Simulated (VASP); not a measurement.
# Ti2Co (Fd-3m) in VASP: single point with LDA

Aim: the single point of Ti2Co with LDA.

All numbers are computed with VASP 6.6.1; they aren't measurements. Logs are shortened: lines on timing, memory, paths and dates and some standing lists are left out, and cuts for length are marked.

**1. The cell of the first run**

It takes space group Fd-3m (No. 227, cubic). Conventional cell: a = 6.866 Å, b = 6.866 Å, c = 6.866 Å, α = 90.00°, β = 90.00°, γ = 90.00°. Within 3.2 Å of Ti (site symmetry -3m) lie 6 Ti at 2.43 Å and 6 Co at 2.85 Å. Co (site symmetry -43m) has 12 Ti at 2.85 Å and 4 Co at 2.97 Å within 3.8 Å.

**2. Single point, LDA, collinear spin, ferromagnetic start**

INCAR

```
  PREC = Accurate
  ENCUT = 520
  EDIFF = 1E-7
  ISMEAR = 0
  SIGMA = 0.1
  LREAL = F
  LASPH = T
  NELM = 150
  ALGO = Normal
  ISIF = 2
  LWAVE = F
  LCHARG = F
  ISPIN = 2
  MAGMOM = 0 0 0 0 0.69 0.69
  LORBIT = 11
  LMAXMIX = 4
  NBANDS = 46
```

KPOINTS

```
regular mesh
0
Gamma
  10 10 10
```

POSCAR

```
Ti2Co
1.0
    0.0000000000      3.4329734144      3.4329734144
    3.4329734144      0.0000000000      3.4329734144
    3.4329734144      3.4329734144      0.0000000000
Ti Co
4 2
Direct
    0.1250000000      0.1250000000      0.1250000000
    0.6250000000      0.1250000000      0.1250000000
    0.1250000000      0.1250000000      0.6250000000
    0.1250000000      0.6250000000      0.1250000000
    0.5000000000      0.5000000000      0.5000000000
    0.7500000000      0.7500000000      0.7500000000
```

Potentials or basis: VASP PAW LDA potentials, release 64 (Ti_sv, Co).

Command:

```console
$ cat potpaw_LDA.64/Ti_sv/POTCAR potpaw_LDA.64/Co/POTCAR > POTCAR
$ mpirun -np 1 vasp_std > vasp.out
```

OUTCAR:

```text
PREC = Accurate
   ENCUT = 520
   EDIFF = 1E-7
   ISMEAR = 0
   LREAL = F
   LASPH = T
   NELM = 150
   ISIF = 2
   ISPIN = 2
   LORBIT = 11

 ion  position               nearest neighbor table
   1  0.125  0.125  0.125-   2 2.43   3 2.43   4 2.43   3 2.43   4 2.43   2 2.43   6 2.85   5 2.85
                             6 2.85   5 2.85   6 2.85   5 2.85
   2  0.625  0.125  0.125-   1 2.43   3 2.43   4 2.43   1 2.43   3 2.43   4 2.43   5 2.85   6 2.85
                             5 2.85   5 2.85   6 2.85   6 2.85
   3  0.125  0.125  0.625-   1 2.43   1 2.43   2 2.43   4 2.43   4 2.43   2 2.43   6 2.85   5 2.85
                             6 2.85   5 2.85   6 2.85   5 2.85
   4  0.125  0.625  0.125-   1 2.43   3 2.43   1 2.43   2 2.43   3 2.43   2 2.43   5 2.85   6 2.85
                             5 2.85   6 2.85   6 2.85   5 2.85
   5  0.500  0.500  0.500-   3 2.85   3 2.85   4 2.85   1 2.85   2 2.85   1 2.85   1 2.85   2 2.85
                             4 2.85   2 2.85   3 2.85   4 2.85   6 2.97   6 2.97   6 2.97   6 2.97
   6  0.750  0.750  0.750-   3 2.85   3 2.85   4 2.85   1 2.85   2 2.85   4 2.85   1 2.85   2 2.85
                             2 2.85   1 2.85   3 2.85   4 2.85   5 2.97   5 2.97   5 2.97   5 2.97

  LATTYP: Found a face centered cubic cell.
 ALAT       =     6.8659468288

  Lattice vectors:

 A1 = (   0.0000000000,   3.4329734144,   3.4329734144)
 A2 = (   3.4329734144,   0.0000000000,   3.4329734144)
 A3 = (   3.4329734144,   3.4329734144,   0.0000000000)

Analysis of symmetry for initial positions (statically):
=====================================================================
 Subroutine PRICEL returns:
 Original cell was already a primitive cell.

 Routine SETGRP: Setting up the symmetry group for a
 face centered cubic supercell.

 Subroutine GETGRP returns: Found 48 space group operations
 (whereof 24 operations were pure point group operations)
 out of a pool of 48 trial point group operations.

The static configuration has the point symmetry T_d .
 The point group associated with its full space group is O_h .

Analysis of symmetry for dynamics (positions and initial velocities):
=====================================================================
 Subroutine PRICEL returns:
 Original cell was already a primitive cell.

 Routine SETGRP: Setting up the symmetry group for a
 face centered cubic supercell.

 Subroutine GETGRP returns: Found 48 space group operations
 (whereof 24 operations were pure point group operations)
 out of a pool of 48 trial point group operations.

The dynamic configuration has the point symmetry T_d .
 The point group associated with its full space group is O_h .

Analysis of structural, dynamic, and magnetic symmetry:
=====================================================================
 Subroutine PRICEL returns:
 Original cell was already a primitive cell.

 Routine SETGRP: Setting up the symmetry group for a
 face centered cubic supercell.

 Subroutine GETGRP returns: Found 48 space group operations
 (whereof 24 operations were pure point group operations)
 out of a pool of 48 trial point group operations.

The overall configuration has the point symmetry T_d .
 The point group associated with its full space group is O_h .

 Subroutine INISYM returns: Found 48 space group operations
 (whereof 24 operations are pure point group operations),
 and found     1 'primitive' translations

----------------------------------------------------------------------------------------

                                     Primitive cell

  volume of cell :      80.9173

  direct lattice vectors                    reciprocal lattice vectors
     0.000000000  3.432973414  3.432973414    -0.145646336  0.145646336  0.145646336
     3.432973414  0.000000000  3.432973414     0.145646336 -0.145646336  0.145646336
     3.432973414  3.432973414  0.000000000     0.145646336  0.145646336 -0.145646336

  length of vectors
     4.854957562  4.854957562  4.854957562     0.252266854  0.252266854  0.252266854

  position of ions in fractional coordinates (direct lattice)
     0.125000000  0.125000000  0.125000000
     0.625000000  0.125000000  0.125000000
     0.125000000  0.125000000  0.625000000
     0.125000000  0.625000000  0.125000000
     0.500000000  0.500000000  0.500000000
     0.750000000  0.750000000  0.750000000

  ion indices of the primitive-cell ions
   primitive index   ion index
                 1           1
                 2           2
                 3           3
                 4           4
                 5           5
                 6           6

----------------------------------------------------------------------------------------

 KPOINTS: regular mesh

Automatic generation of k-mesh.
 Grid dimensions read from file:
 generate k-points for:   10   10   10

 Generating k-lattice:

  Cartesian coordinates                     Fractional coordinates (reciprocal lattice)
    -0.014564634  0.014564634  0.014564634     0.100000000  0.000000000  0.000000000
     0.014564634 -0.014564634  0.014564634     0.000000000  0.100000000  0.000000000
     0.014564634  0.014564634 -0.014564634     0.000000000  0.000000000  0.100000000

  Length of vectors
     0.025226685  0.025226685  0.025226685

  Shift w.r.t. Gamma in fractional coordinates (k-lattice)
     0.000000000  0.000000000  0.000000000

 Subroutine IBZKPT returns following result:
 ===========================================

 Found     47 irreducible k-points:

 Following reciprocal coordinates:
            Coordinates               Weight
  0.000000  0.000000  0.000000      1.000000
  0.100000  0.000000  0.000000      8.000000
  0.200000  0.000000  0.000000      8.000000
  0.300000  0.000000  0.000000      8.000000
  0.400000  0.000000  0.000000      8.000000
  0.500000  0.000000  0.000000      4.000000
[... 16 lines left out ...]
  0.300000  0.300000  0.000000      6.000000
  0.400000  0.300000  0.000000     24.000000
 [... further k-points ...]
   k-points           NKPTS =     47   k-points in BZ     NKDIM =     47   number of bands    NBANDS=     46
   number of dos      NEDOS =    301   number of ions     NIONS =      6
   total plane-waves  NPLWV =  46656
   dimension x,y,z NGX =    36 NGY =   36 NGZ =   36
   dimension x,y,z NGXF=    72 NGYF=   72 NGZF=   72
   ions per type =               4   2
   NGX,Y,Z   is equivalent  to a cutoff of  12.33, 12.33, 12.33 a.u.
   NGXF,Y,Z  is equivalent  to a cutoff of  24.65, 24.65, 24.65 a.u.
 SYSTEM =  unknown system
   PREC   = accura    normal or accurate (medium, high low for compatibility)
   ISTART =      0    job   : 0-new  1-cont  2-samecut
   ICHARG =      2    charge: 1-file 2-atom 10-const
   ISPIN  =      2    spin polarized calculation?
   LNONCOLLINEAR =      F non collinear calculations
   LSORBIT =      F    spin-orbit coupling
   LASPH  =      T    aspherical Exc in radial PAW
   ENCUT  =  520.0 eV  38.22 Ry    6.18 a.u.   9.03  9.03  9.03*2*pi/ulx,y,z
   NELM   =    150;   NELMIN=  2; NELMDL= -5     # of ELM steps
   EDIFF  = 0.1E-06   stopping-criterion for ELM
   LREAL  =      F    real-space projection
   EDIFFG = 0.1E-05   stopping-criterion for IOM
   NSW    =      0    number of steps for IOM
   IBRION =     -1    ionic relax: 0-MD 1-quasi-New 2-CG
   NFREE  =      0    steps in history (QN), initial steepest desc. (CG)
   ISIF   =      2    stress and relaxation
   ISYM   =      2    0-nonsym 1-usesym 2-fastsym
   POTIM  = 0.5000    time-step for ionic-motion
   TEBEG  =    0.0;   TEEND  =   0.0 temperature during run
   PSTRESS=    0.0 pullay stress
   NELECT =      66.0000    total number of electrons
   NUPDOWN=      -1.0000    fix difference up-down
   EMIN   =  10.00;   EMAX   =-10.00  energy-range for DOS
   EFERMI =   0.00;   METHOD = LEGACY
   ISMEAR =     0;   SIGMA  =   0.10  broadening in eV -4-tet -1-fermi 0-gaus
   EFERMI_NEDOS =   21; number of points for ismear=-14 and -15
   IALGO  =     38    algorithm
   IMIX   =      4    mixing-type and parameters
     AMIX     =   0.40;   BMIX     =  1.00
     AMIX_MAG =   1.60;   BMIX_MAG =  1.00
  volume/ion in A,a.u.               =      13.49        91.01
  Fermi-wavevector in a.u.,A,eV,Ry     =   1.529592  2.890510 31.832908  2.339653
  Thomas-Fermi vector in A             =   2.637192
   LORBIT       =     11    0 simple, 1 ext, 2 COOP (PROOUT), +10 PAW based schemes
   GGA     = CA    functional components
   LHFCALC =     F    Hartree Fock is set to
   AEXX    =    0.0000 exact exchange contribution
   IVDW    =     0    specifies the selected vdW correction
   LEPSILON=     F    determine dielectric tensor
   LRPA    =     F    only Hartree local field effects (RPA)
 spin polarized calculation
 Gauss-broadening in eV      SIGMA  =   0.10
  energy-cutoff  :      520.00
  volume of cell :       80.92
 maximum number of plane-waves:      2200
   NGX = 17   NGY = 17   NGZ = 17

 number of electron      65.9999977 magnetization       1.0482963

 Free energy of the ion-electron system (eV)
  ---------------------------------------------------
  ext. energy  EPLUGINS =         0.00000000
  ---------------------------------------------------
  free energy    TOTEN  =       -48.15365030 eV

  energy without entropy =      -48.09971238  energy(sigma->0) =      -48.12668134

 E-fermi :   9.1716     XC(G=0): -12.8359

 val. band max:        9.1708970772   @ k =  -0.4000   0.4000   0.1000
 cond. band min:       9.1748667586   @ k =   0.2000   0.2000   0.0000
 fundamental gap:      0.0039696813
 Fermi energy:         9.1715599769

 spin component 1

 k-point     1 :       0.0000    0.0000    0.0000
  band No.  band energies     occupation
      1     -46.4906      1.00000
      2     -45.8856      1.00000
      3     -45.8856      1.00000
      4     -45.8856      1.00000
      5     -24.7004      1.00000
      6     -23.4461      1.00000
[... 37 lines left out ...]
     44      13.3741      0.00000
     45      13.3742      0.00000

 k-point     2 :       0.1000    0.0000    0.0000
  band No.  band energies     occupation
      1     -46.4801      1.00000
      2     -45.8974      1.00000
      3     -45.8857      1.00000
      4     -45.8857      1.00000
      5     -24.6607      1.00000
      6     -23.4368      1.00000
[... 1048 lines left out ...]
 k-point    24 :       0.4000    0.3000    0.0000
  band No.  band energies     occupation
      1     -46.3290      1.00000
      2     -46.0612      1.00000
      3     -45.8871      1.00000
      4     -45.8870      1.00000
      5     -24.1126      1.00000
      6     -23.5049      1.00000
[... 37 lines left out ...]
     44      12.4259      0.00000
     45      13.0773      0.00000

 [... further k-points ...]

 spin component 2

 k-point     1 :       0.0000    0.0000    0.0000
  band No.  band energies     occupation
      1     -46.4576      1.00000
      2     -45.8533      1.00000
      3     -45.8533      1.00000
      4     -45.8533      1.00000
      5     -24.6513      1.00000
      6     -23.4153      1.00000
[... 37 lines left out ...]
     44      13.4009      0.00000
     45      13.4009      0.00000

 k-point     2 :       0.1000    0.0000    0.0000
  band No.  band energies     occupation
      1     -46.4472      1.00000
      2     -45.8651      1.00000
      3     -45.8534      1.00000
      4     -45.8534      1.00000
      5     -24.6116      1.00000
      6     -23.4060      1.00000
[... 1048 lines left out ...]
 k-point    24 :       0.4000    0.3000    0.0000
  band No.  band energies     occupation
      1     -46.2962      1.00000
      2     -46.0287      1.00000
      3     -45.8548      1.00000
      4     -45.8547      1.00000
      5     -24.0645      1.00000
      6     -23.4687      1.00000
[... 37 lines left out ...]
     44      12.5030      0.00000
     45      13.1066      0.00000

 [... further k-points ...]

 [bands above 45 left out]

------------------------ aborting loop because EDIFF is reached ----------------------------------------

  FORCE on cell =-STRESS in cart. coord.  units (eV):
  Direction    XX          YY          ZZ          XY          YZ          ZX
  --------------------------------------------------------------------------------------
  -------------------------------------------------------------------------------------
  Total        0.0454444      0.0454444      0.0454444     -0.0000000      0.0000000     -0.0000000
  in kB        0.8998075      0.8998075      0.8998075     -0.0000000      0.0000000     -0.0000000
  external PRESSURE =       0.8998075 kB  Pullay stress =       0.0000000 kB

 VOLUME and BASIS-vectors are now :
 -----------------------------------------------------------------------------
  energy-cutoff  :      520.00
  volume of cell :       80.92
      direct lattice vectors                 reciprocal lattice vectors
     0.000000000  3.432973414  3.432973414    -0.145646336  0.145646336  0.145646336
     3.432973414  0.000000000  3.432973414     0.145646336 -0.145646336  0.145646336
     3.432973414  3.432973414  0.000000000     0.145646336  0.145646336 -0.145646336

 POSITION                                       TOTAL-FORCE (eV/Angst)
 -----------------------------------------------------------------------------------
      0.85824      0.85824      0.85824         0.000000     -0.000000     -0.000000
      0.85824      2.57473      2.57473         0.000000     -0.000000     -0.000000
      2.57473      2.57473      0.85824         0.000000     -0.000000     -0.000000
      2.57473      0.85824      2.57473         0.000000     -0.000000     -0.000000
      3.43297      3.43297      3.43297         0.000000      0.000000      0.000000
      5.14946      5.14946      5.14946        -0.000000      0.000000      0.000000
 -----------------------------------------------------------------------------------
    total drift:                                0.000000      0.000000      0.000000

  FREE ENERGIE OF THE ION-ELECTRON SYSTEM (eV)
  ---------------------------------------------------
  free  energy   TOTEN  =       -48.1536503020 eV

  energy  without entropy=      -48.0997123846  energy(sigma->0) =      -48.12668134

 total charge

# of ion       s       p       d       tot
------------------------------------------
    1        2.294   6.136   2.267  10.698
    2        2.294   6.136   2.267  10.698
    3        2.294   6.136   2.267  10.698
    4        2.294   6.136   2.267  10.698
    5        0.435   0.412   7.212   8.059
    6        0.435   0.412   7.212   8.059
--------------------------------------------------
tot         10.047  25.370  23.493  58.910

 magnetization (x)

# of ion       s       p       d       tot
------------------------------------------
    1        0.000  -0.003   0.041   0.038
    2        0.000  -0.003   0.041   0.038
    3        0.000  -0.003   0.041   0.038
    4        0.000  -0.003   0.041   0.038
    5        0.002  -0.002   0.465   0.466
    6        0.002  -0.002   0.465   0.466
--------------------------------------------------
tot          0.006  -0.016   1.095   1.084
```

It took 13 min on 1 thread of AMD EPYC 7R13, shared host; peak memory 0.33 GiB.

Results:

```
Free energy                                           : -48.1537 eV
Pressure                                              : 0.1 GPa
Net moment                                            : 1.05 μB per cell
Site moments                                          : Ti +0.04; Co +0.47 μB
Valence electrons inside the program's atomic spheres : Ti 10.70; Co 8.06
```
